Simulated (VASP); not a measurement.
A run of VASP 6.6.1 is set up as follows.

POSCAR

```
BHPb
1.0
    3.3779460000      0.0000000000      0.0000000000
    1.6889730000     -7.3359220000      0.0000000000
    0.0000000000      0.0000000000     -3.2728600000
H Pb B
2 2 2
Direct
    0.9100200000      0.1799600000      0.7500000000
    0.0899800000      0.8200400000      0.2500000000
    0.3005800000      0.3988400000      0.2500000000
    0.6994200000      0.6011600000      0.7500000000
    0.4645000000      0.0710000000      0.2500000000
    0.5355000000      0.9290000000      0.7500000000
```

INCAR.step1

```
ALGO = Normal
EDIFF = 1E-4
ENCUT = 520
GGA = PE
ISMEAR = -1
LASPH = True
LCHARG = False
LREAL = False
LWAVE = True
NBANDS = 27
NELM = 60
PREC = Accurate
SIGMA = 0.1
```

File INCAR.step2:

```
ALGO = Normal
EDIFF = 1E-6
ENCUT = 520
ISIF = 2
ISMEAR = -1
ISTART = 1
LASPH = True
LCHARG = True
LELF = True
LMIXTAU = True
LREAL = False
LVHAR = True
LWAVE = False
METAGGA = R2SCAN
NBANDS = 27
NELM = 60
PREC = Accurate
SIGMA = 0.1
```

Contents of KPOINTS:

```
k-points
0
Gamma
  8 8 8
```

Potentials or basis: VASP PAW PBE potentials, release 64 (H, Pb_d, B).

Launch:

```console
$ cat potpaw_PBE.64/H/POTCAR potpaw_PBE.64/Pb_d/POTCAR potpaw_PBE.64/B/POTCAR > POTCAR
$ cp INCAR.step1 INCAR
$ mpirun -np 1 vasp_std > vasp.out
$ cp INCAR.step2 INCAR
$ mpirun -np 1 vasp_std > vasp.out
```

Question: What does it give for the largest force?

Answer: 5.047 eV/Å.

Question: Estimate the band gap on the k mesh.

Answer: Zero (bands 18 and 19 overlap by 3.39 eV).

Question: What does it give for the pressure?

Answer: 12.3 GPa.

Stress tensor (GPa, compression positive):
```
23.29  0.00  0.00
 0.00  0.55  0.00
 0.00  0.00 13.07
```

Caveat: the cell stands under pressure; the PAW data sets were made with another functional, which shifts forces and pressure a little; spin-orbit coupling is left out, which moves the levels of the heavy elements.
